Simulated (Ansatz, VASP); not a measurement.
One calculation of BN, two programs

File POSCAR:

```
BN
1.0
    0.0000000000      1.8080000000      1.8080000000
    1.8080000000      0.0000000000      1.8080000000
    1.8080000000      1.8080000000      0.0000000000
B N
1 1
Direct
    0.0000000000      0.0000000000      0.0000000000
    0.2500000000      0.2500000000      0.2500000000
```

File INCAR.step1:

```
  ALGO = Normal
  EDIFF = 1E-5
  ENCUT = 660
  GGA = PE
  GGA_COMPAT = False
  ISMEAR = 0
  LASPH = True
  LCHARG = False
  LREAL = False
  LWAVE = True
  NBANDS = 11
  NELM = 120
  PREC = Accurate
  SIGMA = 0.1
```

Contents of INCAR.step2:

```
  ALGO = Normal
  EDIFF = 1E-6
  ENCUT = 660
  GGA_COMPAT = False
  ISIF = 2
  ISMEAR = 0
  ISTART = 1
  LASPH = True
  LCHARG = False
  LMIXTAU = True
  LREAL = False
  LWAVE = False
  METAGGA = R2SCAN
  NBANDS = 11
  NELM = 120
  PREC = Accurate
  SIGMA = 0.1
```

File KPOINTS:

```
k-points
0
Gamma
  8 8 8
```

Input for Ansatz:

```yaml
crystal:
  lattice:
    - [0.0, 1.808, 1.808]
    - [1.808, 0.0, 1.808]
    - [1.808, 1.808, 0.0]
  atoms:
    - { symbol: B, position: [0.0, 0.0, 0.0] }
    - { symbol: "N", position: [0.25, 0.25, 0.25] }
basis:
  ecutwfc: 500
kpoints:
  mp_grid: { grid: [8, 8, 8] }
hamiltonian:
  xc: r2scan
  pseudopotentials: { kind: paw, azcp: { folder: soft_1 } }
scf:
  occupations: { method: gaussian, width: 0.1 }
output:
  forces: true
  stress: true
  eigenvalues: true
```

Alike in both runs: task single point; functional r2SCAN; k mesh 8 × 8 × 8; occupations gaussian, width 0.1 eV; no spin polarisation.

```csv
,VASP,Ansatz
version,VASP 6.6.1,Ansatz 0.2.0
potentials or method,"VASP PAW PBE potentials, release 64 (B, N), cutoff 660 eV","scalar-relativistic, plane waves, PAW"
valence electrons in the cell,8,8
```

Ansatz gave:

```
gap on the k mesh at the Fermi level (eV) : 4.99
least direct gap on the mesh (eV)         : 9.55
pressure (GPa)                            : -2.3
```

**Question.** Which values does VASP return?

**Answer.** gap on the k mesh at the Fermi level (eV): 4.98; least direct gap on the mesh (eV): 9.52; pressure (GPa): -0.9.

VASP's potentials were made for PBE, not for r2SCAN.
